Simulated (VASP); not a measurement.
# GaN (Fm-3m) in VASP: settings compared

Aim: see how the results for GaN move with the level of theory and the settings. Levels: PBE, LDA. Tasks: G0W0 quasiparticle levels.

Everything below comes from runs of VASP 6.6.1. Logs are shortened: lines on timing, memory, paths and dates and some standing lists are left out, and cuts for length are marked.

## Step 1: The cell of the first run

Symmetry: Fm-3m, No. 225, cubic system. Conventional cell: a = 4.217 Å, b = 4.217 Å, c = 4.217 Å, α = 90.00°, β = 90.00°, γ = 90.00°. Within 2.8 Å of Ga (site symmetry m-3m) lie 6 N at 2.11 Å. Within 2.8 Å of N (site symmetry m-3m) lie 6 Ga at 2.11 Å.

## Step 2: G0W0 quasiparticle levels, PBE

File POSCAR:

```
GaN
1.0
    0.0000000000      2.1085152362      2.1085152362
    2.1085152362      0.0000000000      2.1085152362
    2.1085152362      2.1085152362      0.0000000000
Ga N
1 1
Direct
    0.0000000000      0.0000000000      0.0000000000
    0.5000000000      0.5000000000      0.5000000000
```

File INCAR.step1:

```
PREC = Accurate ; ENCUT = 500
EDIFF = 1E-8 ; ISMEAR = 0
SIGMA = 0.01 ; LREAL = False
LASPH = True ; NELM = 100
ALGO = Normal ; LWAVE = True
LCHARG = False ; GGA = PE
```

File INCAR.step2:

```
PREC = Accurate ; ENCUT = 500
EDIFF = 1E-8 ; ISMEAR = 0
SIGMA = 0.01 ; LREAL = False
LASPH = True ; NELM = 1
ALGO = Exact ; LWAVE = True
LCHARG = False ; GGA = PE
NBANDS = 79 ; LOPTICS = True
ISTART = 1
```

File INCAR.step3:

```
PREC = Accurate ; ENCUT = 500
EDIFF = 1E-8 ; ISMEAR = 0
SIGMA = 0.01 ; LREAL = False
LASPH = True ; ALGO = EVGW0
LWAVE = False ; LCHARG = False
GGA = PE ; NELMGW = 1
NBANDS = 79 ; ENCUTGW = 140.0
NOMEGA = 96 ; PRECFOCK = Fast
ISTART = 1 ; NBANDSGW = 17
OMEGAMAX = 20
```

File KPOINTS:

```
Automatic mesh
0
Gamma
  6 6 6
```

Potentials or basis: VASP PAW PBE potentials, release 64 (Ga_d_GW, N_GW).

Command:

```
$ cat potpaw_PBE.64/Ga_d_GW/POTCAR potpaw_PBE.64/N_GW/POTCAR > POTCAR
$ cp INCAR.step1 INCAR
$ mpirun -np 1 vasp_std > vasp.out
$ cp INCAR.step2 INCAR
$ mpirun -np 1 vasp_std > vasp.out
$ cp INCAR.step3 INCAR
$ mpirun -np 1 vasp_std > vasp.out
```

OUTCAR:

```text
PREC = Accurate
   ENCUT = 500
   EDIFF = 1E-8
   ISMEAR = 0
   LREAL = False
   LASPH = True
   GGA = PE
   NELMGW = 1
   ENCUTGW = 140.0
   PRECFOCK = Fast
   ISTART = 1

 ion  position               nearest neighbor table
   1  0.000  0.000  0.000-   2 2.11   2 2.11   2 2.11   2 2.11   2 2.11   2 2.11
   2  0.500  0.500  0.500-   1 2.11   1 2.11   1 2.11   1 2.11   1 2.11   1 2.11

  LATTYP: Found a face centered cubic cell.
 ALAT       =     4.2170304724

  Lattice vectors:

 A1 = (   0.0000000000,   2.1085152362,   2.1085152362)
 A2 = (   2.1085152362,   0.0000000000,   2.1085152362)
 A3 = (   2.1085152362,   2.1085152362,   0.0000000000)

Analysis of symmetry for initial positions (statically):
=====================================================================
 Subroutine PRICEL returns:
 Original cell was already a primitive cell.

 Routine SETGRP: Setting up the symmetry group for a
 face centered cubic supercell.

 Subroutine GETGRP returns: Found 48 space group operations
 (whereof 48 operations were pure point group operations)
 out of a pool of 48 trial point group operations.

The static configuration has the point symmetry O_h .

Analysis of symmetry for dynamics (positions and initial velocities):
=====================================================================
 Subroutine PRICEL returns:
 Original cell was already a primitive cell.

 Routine SETGRP: Setting up the symmetry group for a
 face centered cubic supercell.

 Subroutine GETGRP returns: Found 48 space group operations
 (whereof 48 operations were pure point group operations)
 out of a pool of 48 trial point group operations.

The dynamic configuration has the point symmetry O_h .

 Subroutine INISYM returns: Found 48 space group operations
 (whereof 48 operations are pure point group operations),
 and found     1 'primitive' translations

----------------------------------------------------------------------------------------

                                     Primitive cell

  volume of cell :      18.7482

  direct lattice vectors                    reciprocal lattice vectors
     0.000000000  2.108515236  2.108515236    -0.237133691  0.237133691  0.237133691
     2.108515236  0.000000000  2.108515236     0.237133691 -0.237133691  0.237133691
     2.108515236  2.108515236  0.000000000     0.237133691  0.237133691 -0.237133691

  length of vectors
     2.981890844  2.981890844  2.981890844     0.410727601  0.410727601  0.410727601

  position of ions in fractional coordinates (direct lattice)
     0.000000000  0.000000000  0.000000000
     0.500000000  0.500000000  0.500000000

  ion indices of the primitive-cell ions
   primitive index   ion index
                 1           1
                 2           2

----------------------------------------------------------------------------------------

 KPOINTS: Automatic mesh

Automatic generation of k-mesh.
 Grid dimensions read from file:
 generate k-points for:    6    6    6

 Generating k-lattice:

  Cartesian coordinates                     Fractional coordinates (reciprocal lattice)
    -0.039522282  0.039522282  0.039522282     0.166666667  0.000000000  0.000000000
     0.039522282 -0.039522282  0.039522282     0.000000000  0.166666667  0.000000000
     0.039522282  0.039522282 -0.039522282     0.000000000  0.000000000  0.166666667

  Length of vectors
     0.068454600  0.068454600  0.068454600

  Shift w.r.t. Gamma in fractional coordinates (k-lattice)
     0.000000000  0.000000000  0.000000000

 Subroutine IBZKPT returns following result:
 ===========================================

 Found     16 irreducible k-points:

 Following reciprocal coordinates:
            Coordinates               Weight
  0.000000  0.000000  0.000000      1.000000
  0.166667  0.000000  0.000000      8.000000
  0.333333  0.000000  0.000000      8.000000
  0.500000  0.000000  0.000000      4.000000
  0.166667  0.166667  0.000000      6.000000
  0.333333  0.166667  0.000000     24.000000
[... 8 lines left out ...]
 -0.333333  0.333333  0.166667     24.000000
 -0.333333  0.500000  0.166667     12.000000
   k-points           NKPTS =     16   k-points in BZ     NKDIM =    216   number of bands    NBANDS=     79
   number of dos      NEDOS =    301   number of ions     NIONS =      2
   total plane-waves  NPLWV =  13824
   dimension x,y,z NGX =    24 NGY =   24 NGZ =   24
   dimension x,y,z NGXF=    48 NGYF=   48 NGZF=   48
   ions per type =               1   1
   NGX,Y,Z   is equivalent  to a cutoff of  13.38, 13.38, 13.38 a.u.
   NGXF,Y,Z  is equivalent  to a cutoff of  26.76, 26.76, 26.76 a.u.
 SYSTEM =  unknown system
   PREC   = accura    normal or accurate (medium, high low for compatibility)
   ISTART =      1    job   : 0-new  1-cont  2-samecut
   ICHARG =      0    charge: 1-file 2-atom 10-const
   ISPIN  =      1    spin polarized calculation?
   LNONCOLLINEAR =      F non collinear calculations
   LSORBIT =      F    spin-orbit coupling
   LASPH  =      T    aspherical Exc in radial PAW
   ENCUT  =  500.0 eV  36.75 Ry    6.06 a.u.   5.44  5.44  5.44*2*pi/ulx,y,z
   NELM   =     60;   NELMIN=  2; NELMDL=  0     # of ELM steps
   EDIFF  = 0.1E-07   stopping-criterion for ELM
   LREAL  =      F    real-space projection
   EDIFFG = 0.1E-06   stopping-criterion for IOM
   NSW    =      0    number of steps for IOM
   IBRION =     -1    ionic relax: 0-MD 1-quasi-New 2-CG
   NFREE  =      0    steps in history (QN), initial steepest desc. (CG)
   ISIF   =      0    stress and relaxation
   ISYM   =      3    0-nonsym 1-usesym 2-fastsym
   POTIM  = 0.5000    time-step for ionic-motion
   TEBEG  =    0.0;   TEEND  =   0.0 temperature during run
   PSTRESS=    0.0 pullay stress
   NELECT =      18.0000    total number of electrons
   NUPDOWN=      -1.0000    fix difference up-down
   EMIN   =  10.00;   EMAX   =-10.00  energy-range for DOS
   EFERMI =   0.00;   METHOD = LEGACY
   ISMEAR =     0;   SIGMA  =   0.01  broadening in eV -4-tet -1-fermi 0-gaus
   EFERMI_NEDOS =   21; number of points for ismear=-14 and -15
   IALGO  =     38    algorithm
   IMIX   =      4    mixing-type and parameters
     AMIX     =   0.40;   BMIX     =  1.00
     AMIX_MAG =   1.60;   BMIX_MAG =  1.00
  volume/ion in A,a.u.               =       9.37        63.26
  Fermi-wavevector in a.u.,A,eV,Ry     =   1.615024  3.051952 35.488101  2.608302
  Thomas-Fermi vector in A             =   2.709838
   LORBIT       =      0    0 simple, 1 ext, 2 COOP (PROOUT), +10 PAW based schemes
   GGA     = PE    functional components
   LHFCALC =     T    Hartree Fock is set to
   PRECFOCK=fast      Normal, Fast or Accurate (Low or Medium for compatibility)
   ENCUT4O =  -1.0   cutoff for four orbital integrals eV
   NKREDX  =     1    reduce k-point grid by
   NKREDY  =     1    reduce k-point grid by
   NKREDZ  =     1    reduce k-point grid by
   AEXX    =    1.0000 exact exchange contribution
   HFSCREEN=    0.0000 screening length (either q_TF or 0.3 A-1)
   HFSCREENC=   0.0000 screening length for correlation (either q_TF or 0.3 A-1)
   ENCUTFOCK=  -1.0 apply spherical cutoff to Coloumb kernel
   IVDW    =     0    specifies the selected vdW correction
   LEPSILON=     F    determine dielectric tensor
   LRPA    =     F    only Hartree local field effects (RPA)
   LRPAFORCE           =     F    calculate RPA forces
   ENCUTGW             = 140.0    cutoff for response function in eV
   ENCUTGWSOFT         = 112.0    soft cutoff for Coulomb kernel in GW response function in eV
   ENCUTLF             =  -1.0    cutoff for local field effects
   NELMGW              =     1    number of iterations in solving QP/BSE equation
   NELMHF              =     1    number of iterations in the inner HF iteration
   NKREDLFX            =     1    NKREDLFY  =   1   NKREDLFZ  =   1
 non-spin polarized calculation
 Gauss-broadening in eV      SIGMA  =   0.01
  energy-cutoff  :      500.00
  volume of cell :       18.75
 maximum number of plane-waves:       531
 NGX is ok and might be reduce to    24
  NGX = 14; NGY = 14; NGZ = 14
   NGX = 11   NGY = 11   NGZ = 11
 maximum number of plane-waves:        76
 NGX is ok and might be reduce to    14

 QP shifts <psi_nk| G(iteration)W_0 |psi_nk>: iteration 1
 for sc-GW calculations column KS-energies equals QP-energies in previous step
 and V_xc(KS)=  KS-energies - (<T + V_ion + V_H > + <T+V_H+V_ion>^1  + <V_x>^1)

 k-point   1 :       0.0000    0.0000    0.0000
  band No.  KS-energies  QP-energies   sigma(KS)   V_xc(KS)     V^pw_x(r,r')   Z            occupation Imag(sigma)

      1      -9.5991     -10.4180     -15.7458     -14.5440     -24.4163       0.6814       2.0000       1.2676
      2      -6.3010      -9.1821     -25.5749     -21.6471     -34.9896       0.7335       2.0000       0.1152
      3      -6.3010      -9.1821     -25.5749     -21.6471     -34.9896       0.7335       2.0000       0.1152
      4      -6.3010      -9.1821     -25.5749     -21.6471     -34.9896       0.7335       2.0000       0.1152
      5      -6.2045      -9.1319     -25.8446     -21.8491     -35.4640       0.7327       2.0000       0.1571
      6      -6.2045      -9.1319     -25.8446     -21.8491     -35.4640       0.7327       2.0000       0.1571
[... 9 lines left out ...]
     16      23.6770      24.3269     -11.8885     -12.7475      -4.5181       0.7565       0.0000      -0.4969
     17      23.8723      24.0192      -9.0937      -9.2806      -2.5749       0.7861       0.0000      -0.2603

 k-point   2 :       0.1667    0.0000    0.0000
  band No.  KS-energies  QP-energies   sigma(KS)   V_xc(KS)     V^pw_x(r,r')   Z            occupation Imag(sigma)

      1      -9.0633      -9.8619     -15.8844     -14.7059     -24.4490       0.6777       2.0000       1.2026
      2      -6.3202      -9.1894     -25.4967     -21.5849     -34.8998       0.7335       2.0000       0.1208
      3      -6.2980      -9.1845     -25.6128     -21.6751     -35.1041       0.7330       2.0000       0.1365
      4      -6.2980      -9.1845     -25.6128     -21.6751     -35.1041       0.7330       2.0000       0.1365
      5      -6.2136      -9.1252     -25.7691     -21.8008     -35.3178       0.7337       2.0000       0.1433
      6      -6.2136      -9.1252     -25.7691     -21.8008     -35.3178       0.7337       2.0000       0.1433
[... 9 lines left out ...]
     16      24.2832      24.7647     -11.7659     -12.3750      -5.6396       0.7905       0.0000      -0.3277
     17      29.4140      29.7583     -10.5216     -10.9503      -3.5842       0.8032       0.0000      -0.6729

 k-point   3 :       0.3333    0.0000    0.0000
  band No.  KS-energies  QP-energies   sigma(KS)   V_xc(KS)     V^pw_x(r,r')   Z            occupation Imag(sigma)

      1      -7.6523      -8.5117     -16.6590     -15.4031     -24.9493       0.6843       2.0000       1.0319
      2      -6.4019      -9.2557     -25.4744     -21.5667     -35.0335       0.7303       2.0000       0.1679
      3      -6.4019      -9.2557     -25.4744     -21.5667     -35.0335       0.7303       2.0000       0.1679
      4      -6.3617      -9.1257     -25.0282     -21.2559     -34.3623       0.7327       2.0000       0.1684
      5      -6.1221      -9.0353     -25.8438     -21.8788     -35.3395       0.7347       2.0000       0.1252
      6      -6.1221      -9.0353     -25.8438     -21.8788     -35.3395       0.7347       2.0000       0.1252
[... 9 lines left out ...]
     16      27.2394      27.7571     -11.9195     -12.5762      -5.3066       0.7884       0.0000      -0.5235
     17      33.8409      34.4237     -11.0830     -11.8048      -3.3422       0.8074       0.0000      -1.2265

 k-point   4 :       0.5000    0.0000    0.0000
  band No.  KS-energies  QP-energies   sigma(KS)   V_xc(KS)     V^pw_x(r,r')   Z            occupation Imag(sigma)

      1      -6.5107      -9.2650     -24.7312     -20.9709     -34.0063       0.7325       2.0000       0.1754
      2      -6.4589      -9.2950     -25.3816     -21.4958     -34.9452       0.7298       2.0000       0.1772
      3      -6.4589      -9.2950     -25.3816     -21.4958     -34.9452       0.7298       2.0000       0.1772
      4      -6.4356      -7.2323     -17.2980     -16.1528     -25.4746       0.6957       2.0000       0.9763
      5      -6.0694      -8.9920     -25.9102     -21.9390     -35.4091       0.7359       2.0000       0.1231
      6      -6.0694      -8.9920     -25.9102     -21.9390     -35.4091       0.7359       2.0000       0.1231
[... 205 lines left out ...]
      2      -6.3729      -9.2245     -25.3625     -21.4711     -34.7420       0.7328       2.0000       0.1247
      3      -6.3122      -9.1694     -25.4759     -21.5739     -34.9822       0.7322       2.0000       0.1618
      4      -6.1912      -9.0430     -25.5227     -21.6298     -35.0086       0.7326       2.0000       0.1603
      5      -6.0996      -9.0083     -25.8256     -21.8736     -35.2776       0.7360       2.0000       0.1164
      6      -5.0691      -7.0104     -21.9912     -19.3502     -30.6257       0.7350       2.0000       0.4861
[... 9 lines left out ...]
     16      32.0210      32.5823     -11.1622     -11.8613      -3.8900       0.8028       0.0000      -0.9543
     17      34.6605      35.5785     -11.3236     -12.4430      -4.0709       0.8201       0.0000      -1.1705

 k-point  15 :      -0.3333    0.3333    0.1667
  band No.  KS-energies  QP-energies   sigma(KS)   V_xc(KS)     V^pw_x(r,r')   Z            occupation Imag(sigma)

      1      -7.5730      -9.5072     -21.9167     -19.1482     -31.2048       0.6986       2.0000       0.5247
      2      -6.3695      -9.2071     -25.3216     -21.4475     -34.7658       0.7325       2.0000       0.1564
      3      -6.2791      -9.1509     -25.5637     -21.6456     -35.1000       0.7329       2.0000       0.1615
      4      -6.2714      -9.1303     -25.4545     -21.5609     -34.8438       0.7342       2.0000       0.1283
      5      -6.0506      -8.9691     -25.9023     -21.9396     -35.3718       0.7365       2.0000       0.1167
      6      -4.1452      -5.8017     -21.6738     -19.4267     -30.1199       0.7372       2.0000       0.5319
[... 9 lines left out ...]
     16      33.6579      34.2765     -11.0662     -11.8329      -3.7150       0.8069       0.0000      -1.0944
     17      35.3067      36.1560     -11.8390     -12.8640      -4.6307       0.8286       0.0000      -1.1884

 k-point  16 :      -0.3333    0.5000    0.1667
  band No.  KS-energies  QP-energies   sigma(KS)   V_xc(KS)     V^pw_x(r,r')   Z            occupation Imag(sigma)

      1      -7.8105      -9.7377     -21.9100     -19.1321     -31.2659       0.6938       2.0000       0.5193
      2      -6.3983      -9.2453     -25.3195     -21.4323     -34.6899       0.7324       2.0000       0.1249
      3      -6.2217      -9.1155     -25.7362     -21.7824     -35.3657       0.7319       2.0000       0.1741
      4      -6.1689      -9.0491     -25.6386     -21.7169     -35.0582       0.7344       2.0000       0.1243
      5      -6.0147      -8.9382     -25.9473     -21.9817     -35.4201       0.7372       2.0000       0.1151
      6      -3.4235      -5.0447     -22.1424     -19.9360     -30.5425       0.7348       2.0000       0.4913
[... 9 lines left out ...]
     16      35.0623      36.0506     -13.2813     -14.4644      -5.9437       0.8354       0.0000      -1.4596
     17      36.9951      37.9800     -13.2738     -14.4664      -5.0693       0.8258       0.0000      -1.7962
```

It took 5.1 min on 1 thread of AMD EPYC 9R45 (Zen 5), shared host; peak memory 0.35 GiB.

What came out:

```
Quasiparticle gap                                   : 1.51 eV
Least direct quasiparticle gap                      : 3.85 eV
Band gap of the starting levels on the mesh         : 0.62 eV
Least direct gap of the starting levels on the mesh : 2.83 eV
```

Caveat: the k points lie up to 0.43 Å⁻¹ apart; bands, screening cutoff and mesh are small and nothing is extrapolated, so the quasiparticle values aren't converged; the structure was generated, so it needn't be the stable form of GaN.

(Part 1 of 2 ends here.)
